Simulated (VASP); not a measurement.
Set up this calculation in VASP 6.6.1, as the native input.

* Task: electric field gradients
* Functional: PBE
* Potentials or basis: VASP PAW PBE potentials, release 64 (Hf_pv, N)
* Cutoff: 520 eV
* k mesh: 10 × 10 × 10
* Occupations: fermi-dirac, width 0.03 eV
* Spin: no spin polarisation
* Dipole correction: no
* Further INCAR settings: ALGO = Normal; EDIFF = 1e-08; NBANDS = 14

The structure of HfN lies in POSCAR:

```
HfN
1.0
    0.0000000000      2.2438384694      2.2438384694
    2.2438384694      0.0000000000      2.2438384694
    2.2438384694      2.2438384694      0.0000000000
Hf N
1 1
Direct
    0.0000000000      0.0000000000      0.0000000000
    0.5000000000      0.5000000000      0.5000000000
```

This cell differs from its parent crystal: volume scaled by 0.98.

The input as run:

INCAR

```
SYSTEM = HfN
PREC     = Accurate       ! precision mode
ENCUT    = 520            ! plane-wave cutoff, eV
EDIFF    = 1E-8           ! SCF threshold, eV
ISMEAR   = -1             ! smearing method
SIGMA    = 0.03           ! smearing width, eV
LREAL    = .False.        ! projectors in reciprocal space
LASPH    = .True.         ! aspherical terms in the spheres
NELM     = 60             ! most SCF steps
ALGO     = Normal         ! electronic algorithm
ISIF     = 2              ! what is computed and relaxed
LWAVE    = .False.        ! write WAVECAR
LCHARG   = .False.        ! write CHGCAR
GGA      = PE             ! functional
LEFG     = .True.       
NBANDS   = 14             ! bands
```

KPOINTS

```
regular mesh
0
Gamma
  10 10 10
  0 0 0
```

Potentials or basis: VASP PAW PBE potentials, release 64 (Hf_pv, N).

Run with:

```bash
$ cat potpaw_PBE.64/Hf_pv/POTCAR potpaw_PBE.64/N/POTCAR > POTCAR
$ mpirun -np 1 vasp_std > vasp.out
```

It gave:

```
Pressure : 9.0 GPa
```

Caveat: without QUAD_EFG the Cq values of the log hold for a quadrupole moment of 1 mb, not for the nuclei.

Wall time 9.8 s on 1 thread of AMD EPYC 9R45 96-Core Processor (Zen 5) (shared host), peak memory 0.12 GiB.
